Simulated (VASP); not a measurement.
# Cr (Im-3m) in VASP: notebook

Runs on Cr. Level: revPBE. Tasks: relaxation of cell and atoms, single point.

All numbers are computed with VASP 6.6.1; they aren't measurements. Logs are shortened: lines on timing, memory, paths and dates and some standing lists are left out, and cuts for length are marked.

## Step 1: The cell of the first run

Symmetry: Im-3m, No. 229, cubic system. The conventional cell has a = 2.884 Å, b = 2.884 Å, c = 2.884 Å, α = 90.00°, β = 90.00°, γ = 90.00°. Within 3.3 Å of Cr (site symmetry m-3m) lie 14 Cr at 2.50 to 2.88 Å.

## Step 2: Relaxation of cell and atoms, revPBE, collinear spin, antiferromagnetic start

Input file INCAR:

```
SYSTEM = Cr
PREC = Accurate
ENCUT = 600
EDIFF = 1E-7
ISMEAR = -1
SIGMA = 0.05
LREAL = .FALSE.
LASPH = .TRUE.
NELM = 150
ALGO = Normal
ISIF = 3
LWAVE = .FALSE.
LCHARG = .FALSE.
ISPIN = 2
MAGMOM = 1.5 -1.5
LORBIT = 11
LMAXMIX = 4
GGA = RE
IBRION = 2
NSW = 80
EDIFFG = -0.01
```

Input file KPOINTS:

```
regular mesh
0
G
  11 11 11
  0 0 0
```

Input file POSCAR:

```
Cr
1.0
    2.8839000000      0.0000000000      0.0000000000
    0.0000000000      2.8839000000      0.0000000000
    0.0000000000      0.0000000000      2.8839000000
Cr
2
Direct
    0.0000000000      0.0000000000      0.0000000000
    0.5000000000      0.5000000000      0.5000000000
```

Potentials or basis: VASP PAW PBE potentials, release 64 (Cr_pv).

Run with:

```sh
> cat potpaw_PBE.64/Cr_pv/POTCAR > POTCAR
> mpirun -np 1 vasp_std > vasp.out
```

OUTCAR:

```text
SYSTEM = Cr
   PREC = Accurate
   ENCUT = 600
   EDIFF = 1E-7
   ISMEAR = -1
   LREAL = .FALSE.
   LASPH = .TRUE.
   NELM = 150
   ISIF = 3
   ISPIN = 2
   LORBIT = 11
   GGA = RE
   IBRION = 2
   NSW = 80
   EDIFFG = -0.01

 ion  position               nearest neighbor table
   1  0.000  0.000  0.000-   2 2.50   2 2.50   2 2.50   2 2.50   2 2.50   2 2.50   2 2.50   2 2.50

   2  0.500  0.500  0.500-   1 2.50   1 2.50   1 2.50   1 2.50   1 2.50   1 2.50   1 2.50   1 2.50

  LATTYP: Found a simple cubic cell.
 ALAT       =     2.8839000000

  Lattice vectors:

 A1 = (   2.8839000000,   0.0000000000,   0.0000000000)
 A2 = (   0.0000000000,   2.8839000000,   0.0000000000)
 A3 = (   0.0000000000,   0.0000000000,   2.8839000000)

Analysis of symmetry for initial positions (statically):
=====================================================================
 Subroutine PRICEL returns following result:

  LATTYP: Found a body centered cubic cell.
 ALAT       =     2.8839000000

  Lattice vectors:

 A1 = (   1.4419500000,   1.4419500000,  -1.4419500000)
 A2 = (  -1.4419500000,   1.4419500000,   1.4419500000)
 A3 = (   1.4419500000,  -1.4419500000,   1.4419500000)

   2 primitive cells build up your supercell.

 Routine SETGRP: Setting up the symmetry group for a
 simple cubic supercell.

 Subroutine GETGRP returns: Found 48 space group operations
 (whereof 48 operations were pure point group operations)
 out of a pool of 48 trial point group operations.

The static configuration has the point symmetry O_h .

Analysis of symmetry for dynamics (positions and initial velocities):
=====================================================================
 Subroutine PRICEL returns following result:

  LATTYP: Found a body centered cubic cell.
 ALAT       =     2.8839000000

  Lattice vectors:

 A1 = (   1.4419500000,   1.4419500000,  -1.4419500000)
 A2 = (  -1.4419500000,   1.4419500000,   1.4419500000)
 A3 = (   1.4419500000,  -1.4419500000,   1.4419500000)

   2 primitive cells build up your supercell.

 Routine SETGRP: Setting up the symmetry group for a
 simple cubic supercell.

 Subroutine GETGRP returns: Found 48 space group operations
 (whereof 48 operations were pure point group operations)
 out of a pool of 48 trial point group operations.

The dynamic configuration has the point symmetry O_h .

Analysis of structural, dynamic, and magnetic symmetry:
=====================================================================
 Subroutine PRICEL returns following result:

  LATTYP: Found a body centered cubic cell.
 ALAT       =     2.8839000000

  Lattice vectors:

 A1 = (   1.4419500000,   1.4419500000,  -1.4419500000)
 A2 = (  -1.4419500000,   1.4419500000,   1.4419500000)
 A3 = (   1.4419500000,  -1.4419500000,   1.4419500000)

   2 primitive cells build up your supercell.

 Routine SETGRP: Setting up the symmetry group for a
 simple cubic supercell.

 Subroutine GETGRP returns: Found 48 space group operations
 (whereof 48 operations were pure point group operations)
 out of a pool of 48 trial point group operations.

The overall configuration has the point symmetry O_h .

 Subroutine INISYM returns: Found 48 space group operations
 (whereof 48 operations are pure point group operations),
 and found     2 'primitive' translations

----------------------------------------------------------------------------------------

                                     Primitive cell

  volume of cell :      11.9925

  direct lattice vectors                    reciprocal lattice vectors
     1.441950000  1.441950000 -1.441950000     0.346752661  0.346752661  0.000000000
    -1.441950000  1.441950000  1.441950000     0.000000000  0.346752661  0.346752661
     1.441950000 -1.441950000  1.441950000     0.346752661  0.000000000  0.346752661

  length of vectors
     2.497530662  2.497530662  2.497530662     0.490382316  0.490382316  0.490382316

  position of ions in fractional coordinates (direct lattice)
     0.000000000  0.000000000  0.000000000

  ion indices of the primitive-cell ions
   primitive index   ion index
                 1           1

----------------------------------------------------------------------------------------

 KPOINTS: regular mesh

Automatic generation of k-mesh.
 Grid dimensions read from file:
 generate k-points for:   11   11   11

 Generating k-lattice:

  Cartesian coordinates                     Fractional coordinates (reciprocal lattice)
     0.031522969  0.000000000  0.000000000     0.090909091  0.000000000  0.000000000
     0.000000000  0.031522969  0.000000000     0.000000000  0.090909091  0.000000000
     0.000000000  0.000000000  0.031522969     0.000000000  0.000000000  0.090909091

  Length of vectors
     0.031522969  0.031522969  0.031522969

  Shift w.r.t. Gamma in fractional coordinates (k-lattice)
     0.000000000  0.000000000  0.000000000

 Subroutine IBZKPT returns following result:
 ===========================================

 Found     56 irreducible k-points:

 Following reciprocal coordinates:
            Coordinates               Weight
  0.000000  0.000000  0.000000      1.000000
  0.090909  0.000000  0.000000      6.000000
  0.181818  0.000000  0.000000      6.000000
  0.272727  0.000000  0.000000      6.000000
  0.363636  0.000000  0.000000      6.000000
  0.454545  0.000000  0.000000      6.000000
[... 16 lines left out ...]
  0.181818  0.090909  0.090909     24.000000
  0.272727  0.090909  0.090909     24.000000
 [... further k-points ...]
   k-points           NKPTS =     56   k-points in BZ     NKDIM =     56   number of bands    NBANDS=     16
   number of dos      NEDOS =    301   number of ions     NIONS =      2
   total plane-waves  NPLWV =  13824
   dimension x,y,z NGX =    24 NGY =   24 NGZ =   24
   dimension x,y,z NGXF=    48 NGYF=   48 NGZF=   48
   ions per type =               2
   NGX,Y,Z   is equivalent  to a cutoff of  13.84, 13.84, 13.84 a.u.
   NGXF,Y,Z  is equivalent  to a cutoff of  27.67, 27.67, 27.67 a.u.
 SYSTEM =  Cr
   PREC   = accura    normal or accurate (medium, high low for compatibility)
   ISTART =      0    job   : 0-new  1-cont  2-samecut
   ICHARG =      2    charge: 1-file 2-atom 10-const
   ISPIN  =      2    spin polarized calculation?
   LNONCOLLINEAR =      F non collinear calculations
   LSORBIT =      F    spin-orbit coupling
   LASPH  =      T    aspherical Exc in radial PAW
   ENCUT  =  600.0 eV  44.10 Ry    6.64 a.u.   5.76  5.76  5.76*2*pi/ulx,y,z
   NELM   =    150;   NELMIN=  2; NELMDL= -5     # of ELM steps
   EDIFF  = 0.1E-06   stopping-criterion for ELM
   LREAL  =      F    real-space projection
   EDIFFG = -.1E-01   stopping-criterion for IOM
   NSW    =     80    number of steps for IOM
   IBRION =      2    ionic relax: 0-MD 1-quasi-New 2-CG
   NFREE  =      1    steps in history (QN), initial steepest desc. (CG)
   ISIF   =      3    stress and relaxation
   ISYM   =      2    0-nonsym 1-usesym 2-fastsym
   POTIM  = 0.5000    time-step for ionic-motion
   TEBEG  =    0.0;   TEEND  =   0.0 temperature during run
   PSTRESS=    0.0 pullay stress
   NELECT =      24.0000    total number of electrons
   NUPDOWN=      -1.0000    fix difference up-down
   EMIN   =  10.00;   EMAX   =-10.00  energy-range for DOS
   EFERMI =   0.00;   METHOD = LEGACY
   ISMEAR =    -1;   SIGMA  =   0.05  broadening in eV -4-tet -1-fermi 0-gaus
   EFERMI_NEDOS =   21; number of points for ismear=-14 and -15
   IALGO  =     38    algorithm
   IMIX   =      4    mixing-type and parameters
     AMIX     =   0.40;   BMIX     =  1.00
     AMIX_MAG =   1.60;   BMIX_MAG =  1.00
  volume/ion in A,a.u.               =      11.99        80.93
  Fermi-wavevector in a.u.,A,eV,Ry     =   1.637439  3.094310 36.480015  2.681205
  Thomas-Fermi vector in A             =   2.728578
   LORBIT       =     11    0 simple, 1 ext, 2 COOP (PROOUT), +10 PAW based schemes
   GGA     = RE    functional components
   LHFCALC =     F    Hartree Fock is set to
   AEXX    =    0.0000 exact exchange contribution
   IVDW    =     0    specifies the selected vdW correction
   LEPSILON=     F    determine dielectric tensor
   LRPA    =     F    only Hartree local field effects (RPA)
 conjugate gradient relaxation of ions
 spin polarized calculation
  energy-cutoff  :      600.00
  volume of cell :       23.99
 maximum number of plane-waves:       813
 NGX is ok and might be reduce to    24
   NGX = 11   NGY = 11   NGZ = 11

--------------------------------------- Ionic step        1  -------------------------------------------

 number of electron      23.9999980 magnetization       0.0000000

 number of electron      23.9999980 magnetization      -0.0000000

 Free energy of the ion-electron system (eV)
  ---------------------------------------------------
  ext. energy  EPLUGINS =         0.00000000
  ---------------------------------------------------
  free energy    TOTEN  =       -18.26696173 eV

  energy without entropy =      -18.26323470  energy(sigma->0) =      -18.26509822

------------------------ aborting loop because EDIFF is reached ----------------------------------------

  FORCE on cell =-STRESS in cart. coord.  units (eV):
  Direction    XX          YY          ZZ          XY          YZ          ZX
  --------------------------------------------------------------------------------------
  -------------------------------------------------------------------------------------
  Total        0.2045230      0.2045230      0.2045230     -0.0000000     -0.0000000      0.0000000
  in kB       13.6619333     13.6619333     13.6619333     -0.0000000     -0.0000000      0.0000000
  external PRESSURE =      13.6619333 kB  Pullay stress =       0.0000000 kB
[... 61 lines left out ...]
--------------------------------------- Ionic step        3  -------------------------------------------

 number of electron      23.9999985 magnetization       0.0000000

 number of electron      23.9999985 magnetization      -0.0000000

 Free energy of the ion-electron system (eV)
  ---------------------------------------------------
  ext. energy  EPLUGINS =         0.00000000
  ---------------------------------------------------
  free energy    TOTEN  =       -18.26785726 eV

  energy without entropy =      -18.26400025  energy(sigma->0) =      -18.26592875

 E-fermi :  10.4014     XC(G=0): -13.2900

 val. band max:       10.3642045978   @ k =   0.3636   0.0909   0.0000
 cond. band min:      10.4335639376   @ k =   0.4545   0.0000   0.0000
 fundamental gap:      0.0693593398
 Fermi energy:        10.4013732031

 spin component 1

 k-point     1 :       0.0000    0.0000    0.0000
  band No.  band energies     occupation
      1     -33.2759      1.00000
      2     -33.2759      1.00000
      3     -33.2759      1.00000
      4     -31.7722      1.00000
      5     -31.7722      1.00000
      6     -31.7722      1.00000
[... 8 lines left out ...]
     15      13.0202      0.00000
     16      13.0202      0.00000
[... 422 lines left out ...]
      2     -33.2534      1.00000
      3     -33.2474      1.00000
      4     -31.8880      1.00000
      5     -31.8049      1.00000
      6     -31.7977      1.00000
[... 8 lines left out ...]
     15      11.7286      0.00000
     16      11.9459      0.00000

 [... further k-points ...]

 spin component 2

 k-point     1 :       0.0000    0.0000    0.0000
  band No.  band energies     occupation
      1     -33.2759      1.00000
      2     -33.2759      1.00000
      3     -33.2759      1.00000
      4     -31.7722      1.00000
      5     -31.7722      1.00000
      6     -31.7722      1.00000
[... 8 lines left out ...]
     15      13.0202      0.00000
     16      13.0202      0.00000
[... 466 lines left out ...]
  FREE ENERGIE OF THE ION-ELECTRON SYSTEM (eV)
  ---------------------------------------------------
  free  energy   TOTEN  =       -18.2678572592 eV

  energy  without entropy=      -18.2640002461  energy(sigma->0) =      -18.26592875

 reached required accuracy - stopping structural energy minimisation

 total charge

# of ion       s       p       d       tot
------------------------------------------
    1        0.434   6.375   4.162  10.971
    2        0.434   6.375   4.162  10.971
--------------------------------------------------
tot          0.869  12.749   8.324  21.942

 magnetization (x)

# of ion       s       p       d       tot
------------------------------------------
    1        0.016   0.012   1.362   1.390
    2       -0.016  -0.012  -1.362  -1.390
--------------------------------------------------
tot          0.000   0.000   0.000   0.000
```

Run time: 2.6 min. Hardware: 1 thread of Intel Xeon 8259CL, shared host; peak memory 0.17 GiB.

Results:

* Free energy: -18.2679 eV
* Relaxed volume: 12.10 Å³/atom
* Relaxed cell: a = 2.892 Å, b = 2.892 Å, c = 2.892 Å, α = 90.00°, β = 90.00°, γ = 90.00°
* Space group after relaxing (to 0.05 Å): Im-3m (No. 229)
* Energy gained by relaxing: 0.4 meV/atom
* Ionic steps: 3
* Pressure after relaxing: 0.0 GPa
* Band gap on the k mesh: zero (filled and empty bands overlap)
* Net moment: 0.00 μB per cell
* Site moments: Cr +1.39, -1.39 μB
* Valence electrons inside the program's atomic spheres: Cr 10.97

The path:
```
step  energy change (eV)  largest force (eV/Å)  pressure (GPa)  volume (Å³)
   1              0.0000                0.0000            1.37        23.99
   2             -0.0005                0.0000           -0.83        24.34
   3             -0.0009                0.0000            0.03        24.20
```

Final structure:
```
Cr
1.0
     2.89244    0.00000    0.00000
     0.00000    2.89244    0.00000
     0.00000    0.00000    2.89244
Cr
2
Direct
  0.00000 0.00000 0.00000
  0.50000 0.50000 0.50000
```

Levels at points of the mesh, in eV from the Fermi level:
Spin up:
| k point | band 9 | band 10 | band 11 | band 12 | band 13 | band 14 | band 15 | band 16 |
| --- | --- | --- | --- | --- | --- | --- | --- | --- |
| (0.00, 0.00, 0.00) | -3.98 | -0.87 | -0.87 | -0.87 | 1.28 | 1.28 | 2.62 | 2.62 |
Spin down:
| k point | band 10 | band 11 | band 12 | band 13 | band 14 | band 15 |
| --- | --- | --- | --- | --- | --- | --- |
| (0.00, 0.00, 0.00) | -0.87 | -0.87 | -0.87 | 1.28 | 1.28 | 2.62 |

Caveat: the PAW data sets were made with another functional, which shifts forces and pressure a little. revPBE gives volumes clearly too large for solids.

## Step 3: Single point, revPBE, collinear spin, antiferromagnetic start

This run uses another cell than the first one, of 12.09 Å³/atom, 1.008 times its volume.

Input file INCAR:

```
PREC = Accurate
ENCUT = 520
EDIFF = 1E-7
ISMEAR = -1
SIGMA = 0.05
LREAL = False
LASPH = True
NELM = 150
ALGO = Normal
ISIF = 2
LWAVE = False
LCHARG = False
ISPIN = 2
MAGMOM = 1.276 -1.276
LORBIT = 11
LMAXMIX = 4
GGA = RE
NBANDS = 23
```

Input file KPOINTS:

```
Automatic mesh
0
Gamma
  18 18 18
```

Input file POSCAR:

```
Cr
1.0
    2.8917791074      0.0000000000      0.0000000000
    0.0000000000      2.8917791074      0.0000000000
    0.0000000000      0.0000000000      2.8917791074
Cr
2
Direct
    0.0000000000      0.0000000000      0.0000000000
    0.5000000000      0.5000000000      0.5000000000
```

Potentials or basis: VASP PAW PBE potentials, release 64 (Cr_pv).

Run with:

```sh
> cat potpaw_PBE.64/Cr_pv/POTCAR > POTCAR
> mpirun -np 1 vasp_std > vasp.out
```

It took 4.7 min on 1 thread of Intel Xeon 8259CL, shared host; peak memory 0.28 GiB.

The run converged. Its results:

* Free energy: -18.2668 eV
* Pressure: 0.3 GPa
* Band gap on the k mesh: zero (filled and empty bands overlap)
* Net moment: 0.00 μB per cell
* Site moments: Cr +1.40, -1.40 μB
* Valence electrons inside the program's atomic spheres: Cr 10.97

Levels at points of the mesh, in eV from the Fermi level:
Spin up:
```
           k point  band 10  band 11  band 12  band 13  band 14  band 15
(0.00, 0.00, 0.00)    -0.88    -0.88    -0.88     1.28     1.28     2.62
(0.50, 0.00, 0.00)    -1.06    -0.91    -0.91     0.05     0.40     0.40
(0.50, 0.50, 0.00)    -2.28     0.96     1.00     1.00     1.07     1.41
(0.50, 0.50, 0.50)    -1.69    -1.69    -1.69     1.01     1.01     2.20
```
Spin down:
| k point | band 10 | band 11 | band 12 | band 13 | band 14 | band 15 |
| --- | --- | --- | --- | --- | --- | --- |
| (0.00, 0.00, 0.00) | -0.88 | -0.88 | -0.88 | 1.28 | 1.28 | 2.62 |
| (0.50, 0.00, 0.00) | -1.06 | -0.91 | -0.91 | 0.05 | 0.40 | 0.40 |
| (0.50, 0.50, 0.00) | -2.28 | 0.96 | 1.00 | 1.00 | 1.07 | 1.41 |
| (0.50, 0.50, 0.50) | -1.69 | -1.69 | -1.69 | 1.01 | 1.01 | 2.20 |

Caveat: the PAW data sets were made with another functional, which shifts forces and pressure a little.

(Part 1 of 3 ends here.)
